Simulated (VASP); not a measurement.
# Cd (Fm-3m) in VASP: relaxation of cell and atoms with LDA

Aim: the relaxation of cell and atoms of Cd with LDA.

Everything below comes from runs of VASP 6.6.1. Logs are shortened: lines on timing, memory, paths and dates and some standing lists are left out, and cuts for length are marked.

## 1. The cell of the first run

Symmetry: Fm-3m, No. 225, cubic system. The conventional cell has a = 4.420 Å, b = 4.420 Å, c = 4.420 Å, α = 90.00°, β = 90.00°, γ = 90.00°. Cd (site symmetry m-3m) has 12 Cd at 3.13 Å within 4.1 Å.

This isn't the form of Cd at room conditions, which is hcp.

## 2. Relaxation of cell and atoms, LDA

INCAR

```
SYSTEM = Cd
PREC     = Accurate       ! precision mode
ENCUT    = 630            ! plane-wave cutoff, eV
EDIFF    = 1E-7           ! SCF threshold, eV
ISMEAR   = 0              ! smearing method
SIGMA    = 0.05           ! smearing width, eV
LREAL    = .False.        ! projectors in reciprocal space
LASPH    = .True.         ! aspherical terms in the spheres
NELM     = 120            ! most SCF steps
ALGO     = Normal         ! electronic algorithm
ISIF     = 3              ! what is computed and relaxed
LWAVE    = .False.        ! write WAVECAR
LCHARG   = .False.        ! write CHGCAR
IBRION   = 2              ! ionic algorithm
NSW      = 60             ! ionic steps
EDIFFG   = -0.02          ! ionic threshold
GGA_COMPAT= .False.      
NELMIN   = 4
```

KPOINTS

```
regular mesh
0
Gamma
  18 18 18
  0 0 0
```

POSCAR

```
Cd
1.0
    0.0000000000      2.2100000000      2.2100000000
    2.2100000000      0.0000000000      2.2100000000
    2.2100000000      2.2100000000      0.0000000000
Cd
1
Direct
    0.0000000000      0.0000000000      0.0000000000
```

Potentials or basis: VASP PAW LDA potentials, release 64 (Cd_sv_GW).

The run is started by

```bash
cat potpaw_LDA.64/Cd_sv_GW/POTCAR > POTCAR
mpirun -np 1 vasp_std > vasp.out
```

OUTCAR:

```text
SYSTEM = Cd
   PREC = Accurate
   ENCUT = 630
   EDIFF = 1E-7
   ISMEAR = 0
   LREAL = .False.
   LASPH = .True.
   NELM = 120
   ISIF = 3
   IBRION = 2
   NSW = 60
   EDIFFG = -0.02
   NELMIN = 4

 ion  position               nearest neighbor table
   1  0.000  0.000  0.000-

  LATTYP: Found a face centered cubic cell.
 ALAT       =     4.4200000000

  Lattice vectors:

 A1 = (   0.0000000000,   2.2100000000,   2.2100000000)
 A2 = (   2.2100000000,   0.0000000000,   2.2100000000)
 A3 = (   2.2100000000,   2.2100000000,   0.0000000000)

Analysis of symmetry for initial positions (statically):
=====================================================================
 Subroutine PRICEL returns:
 Original cell was already a primitive cell.

 Routine SETGRP: Setting up the symmetry group for a
 face centered cubic supercell.

 Subroutine GETGRP returns: Found 48 space group operations
 (whereof 48 operations were pure point group operations)
 out of a pool of 48 trial point group operations.

The static configuration has the point symmetry O_h .

Analysis of symmetry for dynamics (positions and initial velocities):
=====================================================================
 Subroutine PRICEL returns:
 Original cell was already a primitive cell.

 Routine SETGRP: Setting up the symmetry group for a
 face centered cubic supercell.

 Subroutine GETGRP returns: Found 48 space group operations
 (whereof 48 operations were pure point group operations)
 out of a pool of 48 trial point group operations.

The dynamic configuration has the point symmetry O_h .

 Subroutine INISYM returns: Found 48 space group operations
 (whereof 48 operations are pure point group operations),
 and found     1 'primitive' translations

----------------------------------------------------------------------------------------

                                     Primitive cell

  volume of cell :      21.5877

  direct lattice vectors                    reciprocal lattice vectors
     0.000000000  2.210000000  2.210000000    -0.226244344  0.226244344  0.226244344
     2.210000000  0.000000000  2.210000000     0.226244344 -0.226244344  0.226244344
     2.210000000  2.210000000  0.000000000     0.226244344  0.226244344 -0.226244344

  length of vectors
     3.125411973  3.125411973  3.125411973     0.391866699  0.391866699  0.391866699

  position of ions in fractional coordinates (direct lattice)
     0.000000000  0.000000000  0.000000000

  ion indices of the primitive-cell ions
   primitive index   ion index
                 1           1

----------------------------------------------------------------------------------------

 KPOINTS: regular mesh

Automatic generation of k-mesh.
 Grid dimensions read from file:
 generate k-points for:   18   18   18

 Generating k-lattice:

  Cartesian coordinates                     Fractional coordinates (reciprocal lattice)
    -0.012569130  0.012569130  0.012569130     0.055555556  0.000000000  0.000000000
     0.012569130 -0.012569130  0.012569130     0.000000000  0.055555556  0.000000000
     0.012569130  0.012569130 -0.012569130     0.000000000  0.000000000  0.055555556

  Length of vectors
     0.021770372  0.021770372  0.021770372

  Shift w.r.t. Gamma in fractional coordinates (k-lattice)
     0.000000000  0.000000000  0.000000000

 Subroutine IBZKPT returns following result:
 ===========================================

 Found    195 irreducible k-points:

 Following reciprocal coordinates:
            Coordinates               Weight
  0.000000  0.000000  0.000000      1.000000
  0.055556  0.000000  0.000000      8.000000
  0.111111  0.000000  0.000000      8.000000
  0.166667  0.000000  0.000000      8.000000
  0.222222  0.000000  0.000000      8.000000
  0.277778  0.000000  0.000000      8.000000
[... 16 lines left out ...]
 -0.277778  0.055556  0.000000     24.000000
 -0.222222  0.055556  0.000000     24.000000
 [... further k-points ...]
   k-points           NKPTS =    195   k-points in BZ     NKDIM =    195   number of bands    NBANDS=     14
   number of dos      NEDOS =    301   number of ions     NIONS =      1
   total plane-waves  NPLWV =  21952
   dimension x,y,z NGX =    28 NGY =   28 NGZ =   28
   dimension x,y,z NGXF=    56 NGYF=   56 NGZF=   56
   ions per type =               1
   NGX,Y,Z   is equivalent  to a cutoff of  14.89, 14.89, 14.89 a.u.
   NGXF,Y,Z  is equivalent  to a cutoff of  29.79, 29.79, 29.79 a.u.
 SYSTEM =  Cd
   PREC   = accura    normal or accurate (medium, high low for compatibility)
   ISTART =      0    job   : 0-new  1-cont  2-samecut
   ICHARG =      2    charge: 1-file 2-atom 10-const
   ISPIN  =      1    spin polarized calculation?
   LNONCOLLINEAR =      F non collinear calculations
   LSORBIT =      F    spin-orbit coupling
   LASPH  =      T    aspherical Exc in radial PAW
   ENCUT  =  630.0 eV  46.30 Ry    6.80 a.u.   6.40  6.40  6.40*2*pi/ulx,y,z
   NELM   =    120;   NELMIN=  4; NELMDL= -5     # of ELM steps
   EDIFF  = 0.1E-06   stopping-criterion for ELM
   LREAL  =      F    real-space projection
   EDIFFG = -.2E-01   stopping-criterion for IOM
   NSW    =     60    number of steps for IOM
   IBRION =      2    ionic relax: 0-MD 1-quasi-New 2-CG
   NFREE  =      1    steps in history (QN), initial steepest desc. (CG)
   ISIF   =      3    stress and relaxation
   ISYM   =      2    0-nonsym 1-usesym 2-fastsym
   POTIM  = 0.5000    time-step for ionic-motion
   TEBEG  =    0.0;   TEEND  =   0.0 temperature during run
   PSTRESS=    0.0 pullay stress
   NELECT =      20.0000    total number of electrons
   NUPDOWN=      -1.0000    fix difference up-down
   EMIN   =  10.00;   EMAX   =-10.00  energy-range for DOS
   EFERMI =   0.00;   METHOD = LEGACY
   ISMEAR =     0;   SIGMA  =   0.05  broadening in eV -4-tet -1-fermi 0-gaus
   EFERMI_NEDOS =   21; number of points for ismear=-14 and -15
   IALGO  =     38    algorithm
   IMIX   =      4    mixing-type and parameters
     AMIX     =   0.40;   BMIX     =  1.00
     AMIX_MAG =   1.60;   BMIX_MAG =  1.00
  volume/ion in A,a.u.               =      21.59       145.68
  Fermi-wavevector in a.u.,A,eV,Ry     =   1.595938  3.015885 34.654265  2.547017
  Thomas-Fermi vector in A             =   2.693778
   LORBIT       =      0    0 simple, 1 ext, 2 COOP (PROOUT), +10 PAW based schemes
   GGA     = CA    functional components
   LHFCALC =     F    Hartree Fock is set to
   AEXX    =    0.0000 exact exchange contribution
   IVDW    =     0    specifies the selected vdW correction
   LEPSILON=     F    determine dielectric tensor
   LRPA    =     F    only Hartree local field effects (RPA)
 conjugate gradient relaxation of ions
 non-spin polarized calculation
 Gauss-broadening in eV      SIGMA  =   0.05
  energy-cutoff  :      630.00
  volume of cell :       21.59
 maximum number of plane-waves:       789
 NGX is ok and might be reduce to    28
   NGX = 13   NGY = 13   NGZ = 13

--------------------------------------- Ionic step        1  -------------------------------------------

 number of electron      19.9999993 magnetization

 Free energy of the ion-electron system (eV)
  ---------------------------------------------------
  ext. energy  EPLUGINS =         0.00000000
  ---------------------------------------------------
  free energy    TOTEN  =        -1.49346153 eV

  energy without entropy =       -1.49313034  energy(sigma->0) =       -1.49329594

------------------------ aborting loop because EDIFF is reached ----------------------------------------

  FORCE on cell =-STRESS in cart. coord.  units (eV):
  Direction    XX          YY          ZZ          XY          YZ          ZX
  --------------------------------------------------------------------------------------
  -------------------------------------------------------------------------------------
  Total       -0.6072360     -0.6072360     -0.6072360      0.0000000      0.0000000      0.0000000
  in kB      -45.0672757    -45.0672757    -45.0672757      0.0000000      0.0000000      0.0000000
  external PRESSURE =     -45.0672757 kB  Pullay stress =       0.0000000 kB

 VOLUME and BASIS-vectors are now :
 -----------------------------------------------------------------------------
  energy-cutoff  :      630.00
  volume of cell :       21.59
      direct lattice vectors                 reciprocal lattice vectors
     0.000000000  2.210000000  2.210000000    -0.226244344  0.226244344  0.226244344
     2.210000000  0.000000000  2.210000000     0.226244344 -0.226244344  0.226244344
     2.210000000  2.210000000  0.000000000     0.226244344  0.226244344 -0.226244344
[... 36 lines left out ...]
 POSITION                                       TOTAL-FORCE (eV/Angst)
 -----------------------------------------------------------------------------------
      0.00000      0.00000      0.00000        -0.000000     -0.000000     -0.000000
 -----------------------------------------------------------------------------------
    total drift:                               -0.000000     -0.000000     -0.000000

  FREE ENERGIE OF THE ION-ELECTRON SYSTEM (eV)
  ---------------------------------------------------
  free  energy   TOTEN  =        -1.5170965683 eV

  energy  without entropy=       -1.5170165454  energy(sigma->0) =       -1.51705656

--------------------------------------- Ionic step        3  -------------------------------------------

 number of electron      20.0000005 magnetization

 Free energy of the ion-electron system (eV)
  ---------------------------------------------------
  ext. energy  EPLUGINS =         0.00000000
  ---------------------------------------------------
  free energy    TOTEN  =        -1.51783699 eV

  energy without entropy =       -1.51777722  energy(sigma->0) =       -1.51780711

 E-fermi :   6.9141     XC(G=0): -12.1230

 val. band max:        6.8677461116   @ k =   0.4444   0.0000   0.0000
 cond. band min:       6.9865407277   @ k =  -0.3889   0.3889   0.0556
 fundamental gap:      0.1187946161
 Fermi energy:         6.9141050015

 k-point     1 :       0.0000    0.0000    0.0000
  band No.  band energies     occupation
      1     -95.5265      2.00000
      2     -56.8673      2.00000
      3     -56.8673      2.00000
      4     -56.8673      2.00000
      5      -2.5185      2.00000
      6      -2.3521      2.00000
      7      -2.3521      2.00000
      8      -2.3521      2.00000
      9      -1.7941      2.00000
     10      -1.7941      2.00000
     11      20.3918      0.00000
     12      22.3186      0.00000
     13      22.3186      0.00000
     14      22.3186      0.00000

 k-point     2 :       0.0556    0.0000    0.0000
  band No.  band energies     occupation
      1     -95.5264      2.00000
      2     -56.8689      2.00000
      3     -56.8676      2.00000
      4     -56.8676      2.00000
      5      -2.4481      2.00000
      6      -2.3469      2.00000
      7      -2.3363      2.00000
      8      -2.3363      2.00000
      9      -1.7984      2.00000
     10      -1.7984      2.00000
[... 362 lines left out ...]
 k-point    24 :      -0.2222    0.0556    0.0000
  band No.  band energies     occupation
      1     -95.5243      2.00000
      2     -56.8924      2.00000
      3     -56.8731      2.00000
      4     -56.8708      2.00000
      5      -2.6510      2.00000
      6      -2.2378      2.00000
      7      -2.2089      2.00000
      8      -1.7972      2.00000
      9      -1.7166      2.00000
     10      -0.5976      2.00000
     11      13.9975      0.00000
     12      19.1693      0.00000
     13      21.4397      0.00000
     14      22.4905      0.00000

 [... further k-points ...]

------------------------ aborting loop because EDIFF is reached ----------------------------------------

  FORCE on cell =-STRESS in cart. coord.  units (eV):
  Direction    XX          YY          ZZ          XY          YZ          ZX
  --------------------------------------------------------------------------------------
  -------------------------------------------------------------------------------------
  Total        0.0009974      0.0009974      0.0009974     -0.0000000     -0.0000000      0.0000000
  in kB        0.0799079      0.0799079      0.0799079     -0.0000000     -0.0000000      0.0000000
  external PRESSURE =       0.0799079 kB  Pullay stress =       0.0000000 kB

 VOLUME and BASIS-vectors are now :
 -----------------------------------------------------------------------------
  energy-cutoff  :      630.00
  volume of cell :       20.00
      direct lattice vectors                 reciprocal lattice vectors
     0.000000000  2.154356824  2.154356824    -0.232087830  0.232087830  0.232087830
     2.154356824 -0.000000000  2.154356824     0.232087830 -0.232087830  0.232087830
     2.154356824  2.154356824  0.000000000     0.232087830  0.232087830 -0.232087830

 POSITION                                       TOTAL-FORCE (eV/Angst)
 -----------------------------------------------------------------------------------
      0.00000      0.00000      0.00000         0.000000      0.000000      0.000000
 -----------------------------------------------------------------------------------
    total drift:                               -0.000000     -0.000000     -0.000000

  FREE ENERGIE OF THE ION-ELECTRON SYSTEM (eV)
  ---------------------------------------------------
  free  energy   TOTEN  =        -1.5178369925 eV

  energy  without entropy=       -1.5177772199  energy(sigma->0) =       -1.51780711

 reached required accuracy - stopping structural energy minimisation
```

Wall time 1.8 min (1 thread of AMD EPYC 9R45 (Zen 5), shared host); peak memory 0.21 GiB.

Results:

```
Free energy                           : -1.5178 eV
Relaxed volume                        : 20.00 Å³/atom
Relaxed cell                          : a = 3.047 Å, b = 3.047 Å, c = 3.047 Å, α = 60.00°, β = 60.00°, γ = 60.00°
Space group after relaxing (to 0.1 Å) : Fm-3m (No. 225)
Energy gained by relaxing             : 24.4 meV/atom
Ionic steps                           : 3
Pressure after relaxing               : 0.0 GPa
Band gap on the k mesh                : zero (bands 10 and 11 overlap by 2.75 eV)
```

The path:
```csv
step,energy change (eV),largest force (eV/Å),pressure (GPa),volume (Å³)
1,0.0000,0.0000,-4.51,21.59
2,-0.0236,0.0000,0.98,19.75
3,-0.0244,0.0000,0.01,20.00
```

Final structure:
```cif
data_structure
_symmetry_space_group_name_H-M 'P 1'
_symmetry_Int_Tables_number 1
_cell_length_a 3.0467
_cell_length_b 3.0467
_cell_length_c 3.0467
_cell_angle_alpha 60.000
_cell_angle_beta 60.000
_cell_angle_gamma 60.000
_cell_volume 20.00
loop_
_atom_site_label
_atom_site_type_symbol
_atom_site_fract_x
_atom_site_fract_y
_atom_site_fract_z
_atom_site_occupancy
Cd1 Cd 0.00000 0.00000 0.00000 1
```

Levels at points of the mesh, in eV from the Fermi level:
```
           k point  band 8  band 9  band 10  band 11  band 12  band 13
(0.00, 0.00, 0.00)   -9.27   -8.71    -8.71    13.48    15.40    15.40
(0.50, 0.00, 0.00)   -8.26   -8.26    -2.62    -1.14    12.76    13.04
(0.50, 0.50, 0.00)   -8.14   -8.14    -1.01     1.75     6.96     6.96
```

The gap in the log of VASP goes by the Fermi energy; the results here count the filled bands.